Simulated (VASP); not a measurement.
# Zr2NbC2 (P6/mmm) in VASP: notebook, part 2 of 2

VASP 6.6.1. The steps go on from the part before.

## Step 3: Single point, PBE

This run uses another cell than the first one, of 19.97 Å³/atom.

Contents of INCAR:

```
SYSTEM = Zr2NbC2
ALGO     = Normal         ! electronic algorithm
EDIFF    = 1E-7           ! SCF threshold, eV
ENCUT    = 520            ! plane-wave cutoff, eV
GGA      = PE             ! functional
ISIF     = 2              ! what is computed and relaxed
ISMEAR   = 0              ! smearing method
LASPH    = .True.         ! aspherical terms in the spheres
LCHARG   = .True.         ! write CHGCAR
LELF     = .True.         ! ELF
LREAL    = .False.        ! projectors in reciprocal space
LVHAR    = .True.       
LWAVE    = .False.        ! write WAVECAR
NBANDS   = 30             ! bands
NELM     = 100            ! most SCF steps
PREC     = Accurate       ! precision mode
SIGMA    = 0.1            ! smearing width, eV
```

Contents of KPOINTS:

```
k-points
0
Gamma
  12 12 8
  0 0 0
```

Contents of POSCAR:

```
Zr2NbC2
1.0
    5.1226536966      0.0000000000      0.0000000000
   -2.5613268483      4.4363482361      0.0000000000
    0.0000000000      0.0000000000      4.3927068688
Zr Nb C
2 1 2
Direct
    0.3333333333      0.6666666667      0.5000000000
    0.6666666667      0.3333333333      0.5000000000
    0.0000000000      0.0000000000      0.5000000000
    0.3333333333      0.6666666667      0.0000000000
    0.6666666667      0.3333333333      0.0000000000
```

Potentials or basis: VASP PAW PBE potentials, release 64 (Zr_sv, Nb_sv, C).

Started as:

```
> cat potpaw_PBE.64/Zr_sv/POTCAR potpaw_PBE.64/Nb_sv/POTCAR potpaw_PBE.64/C/POTCAR > POTCAR
> mpirun -np 1 vasp_std > vasp.out
```

OUTCAR:

```text
SYSTEM = Zr2NbC2
   EDIFF = 1E-7
   ENCUT = 520
   GGA = PE
   ISIF = 2
   ISMEAR = 0
   LASPH = .True.
   LREAL = .False.
   NELM = 100
   PREC = Accurate

 ion  position               nearest neighbor table
   1  0.333  0.667  0.500-   4 2.20   4 2.20   3 2.96   2 2.96   2 2.96   3 2.96   3 2.96   2 2.96

   2  0.667  0.333  0.500-   5 2.20   5 2.20   3 2.96   1 2.96   1 2.96   3 2.96   3 2.96   1 2.96

   3  0.000  0.000  0.500-   1 2.96   2 2.96   2 2.96   1 2.96   2 2.96   1 2.96
   4  0.333  0.667  0.000-   1 2.20   1 2.20
   5  0.667  0.333  0.000-   2 2.20   2 2.20

  LATTYP: Found a hexagonal cell.
 ALAT       =     5.1226536966
 C/A-ratio  =     0.8575061148

  Lattice vectors:

 A1 = (   5.1226536966,   0.0000000000,   0.0000000000)
 A2 = (  -2.5613268483,   4.4363482361,   0.0000000000)
 A3 = (   0.0000000000,   0.0000000000,   4.3927068688)

Analysis of symmetry for initial positions (statically):
=====================================================================
 Subroutine PRICEL returns:
 Original cell was already a primitive cell.

 Routine SETGRP: Setting up the symmetry group for a
 hexagonal supercell.

 Subroutine GETGRP returns: Found 24 space group operations
 (whereof 24 operations were pure point group operations)
 out of a pool of 24 trial point group operations.

The static configuration has the point symmetry D_6h.

Analysis of symmetry for dynamics (positions and initial velocities):
=====================================================================
 Subroutine PRICEL returns:
 Original cell was already a primitive cell.

 Routine SETGRP: Setting up the symmetry group for a
 hexagonal supercell.

 Subroutine GETGRP returns: Found 24 space group operations
 (whereof 24 operations were pure point group operations)
[... 120 lines left out ...]
   NUPDOWN=      -1.0000    fix difference up-down
   EMIN   =  10.00;   EMAX   =-10.00  energy-range for DOS
   EFERMI =   0.00;   METHOD = LEGACY
   ISMEAR =     0;   SIGMA  =   0.10  broadening in eV -4-tet -1-fermi 0-gaus
   EFERMI_NEDOS =   21; number of points for ismear=-14 and -15
   IALGO  =     38    algorithm
   IMIX   =      4    mixing-type and parameters
     AMIX     =   0.40;   BMIX     =  1.00
     AMIX_MAG =   1.60;   BMIX_MAG =  1.00
  volume/ion in A,a.u.               =      19.97       134.73
  Fermi-wavevector in a.u.,A,eV,Ry     =   1.255244  2.372067 21.437840  1.575637
  Thomas-Fermi vector in A             =   2.389010
   LORBIT       =      0    0 simple, 1 ext, 2 COOP (PROOUT), +10 PAW based schemes
   GGA     = PE    functional components
   LHFCALC =     F    Hartree Fock is set to
   AEXX    =    0.0000 exact exchange contribution
   IVDW    =     0    specifies the selected vdW correction
   LEPSILON=     F    determine dielectric tensor
   LRPA    =     F    only Hartree local field effects (RPA)
 non-spin polarized calculation
 Gauss-broadening in eV      SIGMA  =   0.10
  energy-cutoff  :      520.00
  volume of cell :       99.83
 maximum number of plane-waves:      2729
 NGX is ok and might be reduce to    40
   NGX = 19   NGY = 19   NGZ = 17

 number of electron      45.0000002 magnetization

 Free energy of the ion-electron system (eV)
  ---------------------------------------------------
  ext. energy  EPLUGINS =         0.00000000
  ---------------------------------------------------
  free energy    TOTEN  =       -35.66743270 eV

  energy without entropy =      -35.63514224  energy(sigma->0) =      -35.65128747

 E-fermi :   6.0285     XC(G=0): -10.3286

 val. band max:        6.0148861393   @ k =   0.1667   0.0000   0.1250
 cond. band min:       6.0287209928   @ k =   0.2500   0.1667   0.0000
 fundamental gap:      0.0138348535
 Fermi energy:         6.0284526369

 k-point     1 :       0.0000    0.0000    0.0000
  band No.  band energies     occupation
      1     -49.1338      2.00000
      2     -42.1913      2.00000
      3     -42.0121      2.00000
      4     -25.4044      2.00000
      5     -25.1232      2.00000
      6     -25.1232      2.00000
[... 781 lines left out ...]
     29       8.2255      0.00000
     30       8.4543      0.00000

 [... further k-points ...]
[... 5 lines left out ...]
  --------------------------------------------------------------------------------------
  -------------------------------------------------------------------------------------
  Total       -0.0251553     -0.0251553      0.0613967     -0.0000000      0.0000000     -0.0000000
  in kB       -0.4037273     -0.4037273      0.9853780     -0.0000000      0.0000000     -0.0000000
  external PRESSURE =       0.0593078 kB  Pullay stress =       0.0000000 kB

 VOLUME and BASIS-vectors are now :
 -----------------------------------------------------------------------------
  energy-cutoff  :      520.00
  volume of cell :       99.83
      direct lattice vectors                 reciprocal lattice vectors
     5.122653697  0.000000000  0.000000000     0.195211322  0.112705309  0.000000000
    -2.561326848  4.436348236  0.000000000     0.000000000  0.225410619  0.000000000
     0.000000000  0.000000000  4.392706869     0.000000000  0.000000000  0.227650064

 POSITION                                       TOTAL-FORCE (eV/Angst)
 -----------------------------------------------------------------------------------
     -0.00000      2.95757      2.19635        -0.000000      0.000000     -0.000000
      2.56133      1.47878      2.19635         0.000000     -0.000000     -0.000000
      0.00000      0.00000      2.19635        -0.000000      0.000000     -0.000000
     -0.00000      2.95757      0.00000        -0.000000      0.000000      0.000000
      2.56133      1.47878      0.00000         0.000000      0.000000     -0.000000
 -----------------------------------------------------------------------------------
    total drift:                                0.000000     -0.000000      0.000000

  FREE ENERGIE OF THE ION-ELECTRON SYSTEM (eV)
  ---------------------------------------------------
  free  energy   TOTEN  =       -35.6674326967 eV

  energy  without entropy=      -35.6351422381  energy(sigma->0) =      -35.65128747
```

OSZICAR:

```text
N       E                     dE             d eps       ncg     rms          rms(c)
DAV:   1     0.442003243478E+03    0.44200E+03   -0.23699E+04  5740   0.145E+03
DAV:   2     0.159497855421E+01   -0.44041E+03   -0.42664E+03  6994   0.475E+02
DAV:   3    -0.384207782210E+02   -0.40016E+02   -0.38297E+02 10004   0.108E+02
DAV:   4    -0.416680879106E+02   -0.32473E+01   -0.31979E+01  8486   0.282E+01
DAV:   5    -0.418731516426E+02   -0.20506E+00   -0.20448E+00  9280   0.683E+00    0.261E+01
DAV:   6    -0.497331778178E+02   -0.78600E+01   -0.15675E+02  8434   0.345E+01    0.232E+01
DAV:   7    -0.370936589638E+02    0.12640E+02   -0.70721E+01  9122   0.316E+01    0.108E+01
DAV:   8    -0.358052813136E+02    0.12884E+01   -0.63777E+00  8342   0.956E+00    0.798E+00
DAV:   9    -0.358047537849E+02    0.52753E-03   -0.24525E+00  9058   0.685E+00    0.248E+00
DAV:  10    -0.356763312840E+02    0.12842E+00   -0.79364E-01  8792   0.361E+00    0.955E-01
DAV:  11    -0.356706926761E+02    0.56386E-02   -0.90667E-02  9128   0.125E+00    0.520E-01
DAV:  12    -0.356701726459E+02    0.52003E-03   -0.34258E-02  8900   0.761E-01    0.388E-01
DAV:  13    -0.356675445274E+02    0.26281E-02   -0.50416E-03  8608   0.348E-01    0.878E-02
DAV:  14    -0.356674273346E+02    0.11719E-03   -0.66805E-04  9672   0.104E-01    0.162E-02
DAV:  15    -0.356674327302E+02   -0.53956E-05   -0.27496E-05  8098   0.254E-02    0.759E-03
DAV:  16    -0.356674333716E+02   -0.64135E-06   -0.46142E-06  8372   0.103E-02    0.476E-03
DAV:  17    -0.356674327442E+02    0.62741E-06   -0.13024E-06  7876   0.494E-03    0.532E-04
DAV:  18    -0.356674326967E+02    0.47507E-07   -0.80475E-08  4304   0.176E-03
   1 F= -.35667433E+02 E0= -.35651287E+02  d E =-.322905E-01
```

stdout:

```text
POSCAR found type information on POSCAR ZrNbC
 POSCAR found :  3 types and       5 ions
 scaLAPACK will be used
 LDA part: xc-table for (Slater+PW92), standard interpolation
 POSCAR, INCAR and KPOINTS ok, starting setup
 FFT: planning ... GRIDC
 FFT: planning ... GRID_SOFT
 FFT: planning ... GRID
 WAVECAR not read
 entering main loop
```

It took 2.7 min on 1 thread of Intel Xeon 6975P-C (Granite Rapids), shared host; peak memory 0.42 GiB.

What came out:

| Item | Value |
| --- | --- |
| Free energy | -35.6674 eV |
| Pressure | 0.0 GPa |
| Band gap on the k mesh | zero (an odd number of electrons rules out a gap without spin polarisation) |

Stress tensor (GPa, compression positive):
```
-0.04  0.00  0.00
 0.00 -0.04  0.00
 0.00  0.00  0.10
```

## Step 4: Single point, PBE, collinear spin

This run uses another cell than the first one, of 19.98 Å³/atom.

Contents of INCAR:

```
SYSTEM = Zr2NbC2
  ALGO = Normal
  EDIFF = 1E-6
  ENCUT = 520
  GGA = PE
  ISIF = 2
  ISMEAR = 0
  ISPIN = 2
  LASPH = .True.
  LCHARG = .True.
  LELF = .True.
  LMAXMIX = 4
  LORBIT = 11
  LREAL = .False.
  LVHAR = .True.
  LWAVE = .False.
  MAGMOM = 1 1 1 0 0
  NBANDS = 34
  NELM = 150
  PREC = Accurate
  SIGMA = 0.1
```

Contents of KPOINTS:

```
k-points
0
Gamma
  6 6 4
  0 0 0
```

Edit POSCAR of step 3 so:

```diff
@@ -2,5 +2,5 @@
 1.0
-    5.1226536966      0.0000000000      0.0000000000
-   -2.5613268483      4.4363482361      0.0000000000
-    0.0000000000      0.0000000000      4.3927068688
+    5.1384210222      0.0000000000      0.0000000000
+   -2.5692105111      4.4500031406      0.0000000000
+    0.0000000000      0.0000000000      4.3680934292
 Zr Nb C
```

Started as:

```
> cat potpaw_PBE.64/Zr_sv/POTCAR potpaw_PBE.64/Nb_sv/POTCAR potpaw_PBE.64/C/POTCAR > POTCAR
> mpirun -np 1 vasp_std > vasp.out
```

It took 69 s on 1 thread of Intel Xeon 6975P-C (Granite Rapids), shared host; peak memory 0.32 GiB.

It converged, with:

| Quantity | Value |
| --- | --- |
| Free energy | -35.7603 eV |
| Pressure | 0.2 GPa |
| Net moment | 0.00 μB per cell |
| Valence electrons inside the program's atomic spheres | Zr 10.03; Nb 10.62; C 2.18 |

Levels at points of the mesh, in eV from the Fermi level:
Spin up:
```csv
k point,band 19,band 20,band 21,band 22,band 23,band 24,band 25,band 26,band 27,band 28
"(0.00, 0.00, 0.00)",-0.43,-0.17,-0.11,-0.05,-0.05,0.57,0.57,0.83,0.83,1.22
"(0.50, 0.00, 0.00)",-0.98,-0.88,-0.70,-0.58,-0.21,0.08,1.36,1.36,1.42,1.55
"(0.00, 0.00, 0.50)",-2.50,-1.50,-1.50,-0.10,-0.10,0.46,0.46,1.36,1.36,1.53
"(0.50, 0.00, 0.50)",-2.49,-1.34,-0.95,-0.84,-0.84,-0.13,0.37,0.96,1.03,1.50
```
Spin down:
| k point | band 21 | band 22 | band 23 | band 24 | band 25 | band 26 |
| --- | --- | --- | --- | --- | --- | --- |
| (0.00, 0.00, 0.00) | -0.11 | -0.05 | -0.05 | 0.57 | 0.57 | 0.83 |
| (0.50, 0.00, 0.00) | -0.70 | -0.58 | -0.21 | 0.08 | 1.36 | 1.36 |
| (0.00, 0.00, 0.50) | -1.50 | -0.10 | -0.10 | 0.46 | 0.46 | 1.36 |
| (0.50, 0.00, 0.50) | -0.95 | -0.84 | -0.84 | -0.13 | 0.37 | 0.96 |

## Step 5: The runs side by side

| task | spin | cell | k mesh | cutoff (eV) | gap on the mesh (eV) | pressure (GPa) |
| --- | --- | --- | --- | --- | --- | --- |
| relaxation of cell and atoms | off | relaxed from a = 3.832, b = 3.832, c = 7.107 Å, angles 90.0, 90.0, 120.0°, 5 atoms | 6 × 6 × 4 | 600 | none | 0.0 |
| single point | off | a = 5.123, b = 5.123, c = 4.393 Å, angles 90.0, 90.0, 120.0°, 5 atoms | 12 × 12 × 8 | 520 | none | 0.0 |
| single point | collinear | a = 5.138, b = 5.138, c = 4.368 Å, angles 90.0, 90.0, 120.0°, 5 atoms | 6 × 6 × 4 | 520 | none | 0.2 |

Alike in all rows: level PBE; potentials or basis VASP PAW PBE potentials, release 64 (Zr_sv, Nb_sv, C); smearing gaussian 0.1 eV.

Caveats: a cell axis changed by over 15 % at a fixed basis, so the end point is rough (at least some runs).

Total energies depend on the potentials used, so only differences within one code and one set of settings carry meaning.
